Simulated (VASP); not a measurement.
# Ta (P6/mmm) in VASP: relaxation of cell and atoms with PBE

Aim: the relaxation of cell and atoms of Ta with PBE.

All numbers are computed with VASP 6.6.1; they aren't measurements. Logs are shortened: lines on timing, memory, paths and dates and some standing lists are left out, and cuts for length are marked.

### 1 The cell of the first run

It takes space group P6/mmm (No. 191, hexagonal). The conventional cell has a = 4.852 Å, b = 4.852 Å, c = 2.743 Å, α = 90.00°, β = 90.00°, γ = 120.00°. Ta (site symmetry 6/mmm) has 14 Ta at 2.74 to 3.12 Å within 3.6 Å. Within 3.6 Å of Ta (site symmetry -6m2) lie 11 Ta at 2.74 to 3.12 Å.

This isn't the form of Ta at room conditions, which is bcc.

### 2 Relaxation of cell and atoms, PBE

File INCAR:

```
  PREC = Accurate
  ENCUT = 600
  EDIFF = 1E-7
  ISMEAR = 0
  SIGMA = 0.1
  LREAL = False
  LASPH = True
  NELM = 60
  ALGO = Fast
  ISIF = 3
  LWAVE = False
  LCHARG = False
  GGA = PE
  IBRION = 2
  NSW = 100
  EDIFFG = -0.01
```

File KPOINTS:

```
Automatic mesh
0
Gamma
  12 12 16
```

File POSCAR:

```
Ta
1.0
    4.8524296187      0.0000000000      0.0000000000
   -2.4262148093      4.2023273199      0.0000000000
    0.0000000000      0.0000000000      2.7427942193
Ta
3
Direct
    0.0000000000      0.0000000000      0.0000000000
    0.3333333333      0.6666666667      0.5000000000
    0.6666666667      0.3333333333      0.5000000000
```

Potentials or basis: VASP PAW PBE potentials, release 64 (Ta_pv).

Started as:

```
> cat potpaw_PBE.64/Ta_pv/POTCAR > POTCAR
> mpirun -np 1 vasp_std > vasp.out
```

OUTCAR:

```text
PREC = Accurate
   ENCUT = 600
   EDIFF = 1E-7
   ISMEAR = 0
   LREAL = False
   LASPH = True
   NELM = 60
   ISIF = 3
   GGA = PE
   IBRION = 2
   NSW = 100
   EDIFFG = -0.01

 ion  position               nearest neighbor table
   1  0.000  0.000  0.000-   2 3.12   3 3.12   2 3.12   3 3.12   3 3.12   3 3.12   2 3.12   2 3.12
                             3 3.12   3 3.12   2 3.12   2 3.12
   2  0.333  0.667  0.500-   3 2.80   3 2.80   3 2.80   1 3.12   1 3.12   1 3.12   1 3.12   1 3.12
                             1 3.12
   3  0.667  0.333  0.500-   2 2.80   2 2.80   2 2.80   1 3.12   1 3.12   1 3.12   1 3.12   1 3.12
                             1 3.12

  LATTYP: Found a hexagonal cell.
 ALAT       =     4.8524296187
 C/A-ratio  =     0.5652414223

  Lattice vectors:

 A1 = (   4.8524296187,   0.0000000000,   0.0000000000)
 A2 = (  -2.4262148093,   4.2023273199,   0.0000000000)
 A3 = (   0.0000000000,   0.0000000000,   2.7427942193)

Analysis of symmetry for initial positions (statically):
=====================================================================
 Subroutine PRICEL returns:
 Original cell was already a primitive cell.

 Routine SETGRP: Setting up the symmetry group for a
 hexagonal supercell.

 Subroutine GETGRP returns: Found 24 space group operations
 (whereof 24 operations were pure point group operations)
 out of a pool of 24 trial point group operations.

The static configuration has the point symmetry D_6h.

Analysis of symmetry for dynamics (positions and initial velocities):
=====================================================================
 Subroutine PRICEL returns:
 Original cell was already a primitive cell.

 Routine SETGRP: Setting up the symmetry group for a
 hexagonal supercell.

 Subroutine GETGRP returns: Found 24 space group operations
 (whereof 24 operations were pure point group operations)
 out of a pool of 24 trial point group operations.

The dynamic configuration has the point symmetry D_6h.

 Subroutine INISYM returns: Found 24 space group operations
 (whereof 24 operations are pure point group operations),
 and found     1 'primitive' translations

----------------------------------------------------------------------------------------

                                     Primitive cell

  volume of cell :      55.9297

[... 98 lines left out ...]
   POTIM  = 0.5000    time-step for ionic-motion
   TEBEG  =    0.0;   TEEND  =   0.0 temperature during run
   PSTRESS=    0.0 pullay stress
   NELECT =      33.0000    total number of electrons
   NUPDOWN=      -1.0000    fix difference up-down
   EMIN   =  10.00;   EMAX   =-10.00  energy-range for DOS
   EFERMI =   0.00;   METHOD = LEGACY
   ISMEAR =     0;   SIGMA  =   0.10  broadening in eV -4-tet -1-fermi 0-gaus
   EFERMI_NEDOS =   21; number of points for ismear=-14 and -15
   IALGO  =     68    algorithm
   IMIX   =      4    mixing-type and parameters
     AMIX     =   0.40;   BMIX     =  1.00
     AMIX_MAG =   1.60;   BMIX_MAG =  1.00
  volume/ion in A,a.u.               =      18.64       125.81
  Fermi-wavevector in a.u.,A,eV,Ry     =   1.373089  2.594762 25.652063  1.885373
  Thomas-Fermi vector in A             =   2.498637
   LORBIT       =      0    0 simple, 1 ext, 2 COOP (PROOUT), +10 PAW based schemes
   GGA     = PE    functional components
   LHFCALC =     F    Hartree Fock is set to
   AEXX    =    0.0000 exact exchange contribution
   IVDW    =     0    specifies the selected vdW correction
   LEPSILON=     F    determine dielectric tensor
   LRPA    =     F    only Hartree local field effects (RPA)
 conjugate gradient relaxation of ions
 non-spin polarized calculation
 RMM-DIIS sequential band-by-band and
 Gauss-broadening in eV      SIGMA  =   0.10
  energy-cutoff  :      600.00
  volume of cell :       55.93
 maximum number of plane-waves:      1895
 NGX is ok and might be reduce to    40
   NGX = 19   NGY = 19   NGZ = 11

--------------------------------------- Ionic step        1  -------------------------------------------

 number of electron      32.9999999 magnetization

 Free energy of the ion-electron system (eV)
  ---------------------------------------------------
  ext. energy  EPLUGINS =         0.00000000
  ---------------------------------------------------
  free energy    TOTEN  =       -34.76281329 eV

  energy without entropy =      -34.74419547  energy(sigma->0) =      -34.75350438

------------------------ aborting loop because EDIFF is reached ----------------------------------------

  FORCE on cell =-STRESS in cart. coord.  units (eV):
  Direction    XX          YY          ZZ          XY          YZ          ZX
  --------------------------------------------------------------------------------------
  -------------------------------------------------------------------------------------
  Total        0.2509582      0.2509582     -0.5309889      0.0000000      0.0000000     -0.0000000
  in kB        7.1890179      7.1890179    -15.2108579      0.0000000      0.0000000     -0.0000000
  external PRESSURE =      -0.2776074 kB  Pullay stress =       0.0000000 kB
[... 172 lines left out ...]
--------------------------------------- Ionic step        6  -------------------------------------------

 number of electron      32.9999998 magnetization

 Free energy of the ion-electron system (eV)
  ---------------------------------------------------
  ext. energy  EPLUGINS =         0.00000000
  ---------------------------------------------------
  free energy    TOTEN  =       -34.76478065 eV

  energy without entropy =      -34.74613783  energy(sigma->0) =      -34.75545924

 E-fermi :   5.5086     XC(G=0): -12.4283

 val. band max:        5.5069488056   @ k =   0.2500   0.1667   0.2500
 cond. band min:       5.5092411555   @ k =   0.2500   0.0833   0.0000
 fundamental gap:      0.0022923499
 Fermi energy:         5.5085808017

 k-point     1 :       0.0000    0.0000    0.0000
  band No.  band energies     occupation
      1     -28.8604      2.00000
      2     -28.8604      2.00000
      3     -28.6585      2.00000
      4     -28.6585      2.00000
      5     -28.0733      2.00000
      6     -28.0733      2.00000
[... 541 lines left out ...]
     19       7.6347      0.00000
     20       7.7770      0.00000

 [... further k-points ...]

------------------------ aborting loop because EDIFF is reached ----------------------------------------

  FORCE on cell =-STRESS in cart. coord.  units (eV):
  Direction    XX          YY          ZZ          XY          YZ          ZX
  --------------------------------------------------------------------------------------
  -------------------------------------------------------------------------------------
  Total        0.0076974      0.0076974     -0.0087905      0.0000000      0.0000000      0.0000000
  in kB        0.2204654      0.2204654     -0.2517726      0.0000000      0.0000000      0.0000000
  external PRESSURE =       0.0630527 kB  Pullay stress =       0.0000000 kB
[... 18 lines left out ...]
  FREE ENERGIE OF THE ION-ELECTRON SYSTEM (eV)
  ---------------------------------------------------
  free  energy   TOTEN  =       -34.7647806503 eV

  energy  without entropy=      -34.7461378273  energy(sigma->0) =      -34.75545924

 reached required accuracy - stopping structural energy minimisation
```

OSZICAR:

```text
N       E                     dE             d eps       ncg     rms          rms(c)
DAV:   1     0.306783525282E+03    0.30678E+03   -0.20087E+04  6840   0.186E+03
DAV:   2    -0.233097425960E+02   -0.33009E+03   -0.32336E+03  7288   0.490E+02
[... 59 lines left out ...]
DAV:   1    -0.347649473901E+02   -0.19569E-03   -0.56090E-03  7120   0.851E-01    0.107E-01
RMM:   2    -0.347648083860E+02    0.13900E-03   -0.21410E-04  6863   0.124E-01    0.411E-02
RMM:   3    -0.347647767520E+02    0.31634E-04   -0.16052E-04  6958   0.977E-02    0.189E-02
RMM:   4    -0.347647787764E+02   -0.20244E-05   -0.12001E-05  7078   0.296E-02    0.703E-03
RMM:   5    -0.347647802274E+02   -0.14510E-05   -0.31612E-06  7144   0.131E-02    0.249E-03
RMM:   6    -0.347647806757E+02   -0.44831E-06   -0.79925E-07  5650   0.672E-03    0.102E-03
RMM:   7    -0.347647806503E+02    0.25373E-07   -0.10913E-07  3969   0.190E-03
   6 F= -.34764781E+02 E0= -.34755459E+02  d E =-.699639E-05
```

CONTCAR:

```text
Ta
   1.00000000000000
     4.8646991953574270    0.0000000000001460    0.0000000000000000
    -2.4323495976284608    4.2129530849791657   -0.0000000000000000
     0.0000000000000000    0.0000000000000000    2.7294357055056548
  Ta
     3
Direct
     0.0000000000000000    0.0000000000000000    0.0000000000000000
     0.3333333332999970    0.6666666667000030    0.5000000000000000
     0.6666666667000030    0.3333333332999970    0.5000000000000000

  0.00000000E+00  0.00000000E+00  0.00000000E+00
  0.00000000E+00  0.00000000E+00  0.00000000E+00
  0.00000000E+00  0.00000000E+00  0.00000000E+00
```

Wall time 18 min (1 thread of Oxide Virtual Turin-like, shared host); peak memory 0.31 GiB.

What came out:

- Free energy: -34.7648 eV
- Relaxed volume: 18.65 Å³/atom
- Relaxed cell: a = 4.865 Å, b = 4.865 Å, c = 2.729 Å, α = 90.00°, β = 90.00°, γ = 120.00°
- Space group after relaxing (to 0.1 Å): P6/mmm (No. 191)
- Energy gained by relaxing: 0.7 meV/atom
- Ionic steps: 6
- Pressure after relaxing: 0.0 GPa
- Band gap on the k mesh: zero (an odd number of electrons rules out a gap without spin polarisation)

The path:
```
step  energy change (eV)  largest force (eV/Å)  pressure (GPa)  volume (Å³)
   1              0.0000                0.0000           -0.03        55.93
   2             -0.0011                0.0000            0.18        55.90
   3             -0.0020                0.0000            0.09        55.91
   4             -0.0020                0.0000            0.09        55.91
   5             -0.0019                0.0000           -0.17        55.99
   6             -0.0020                0.0000            0.01        55.94
```

Final structure:
```xyz
3
Lattice="4.8647 0.0000 0.0000 -2.4323 4.2130 0.0000 0.0000 0.0000 2.7294" Properties=species:S:1:pos:R:3 pbc="T T T"
Ta    0.0000    0.0000    0.0000
Ta    0.0000    2.8086    1.3647
Ta    2.4324    1.4043    1.3647
```

Caveat: spin-orbit coupling is left out, which moves the levels of the heavy elements.
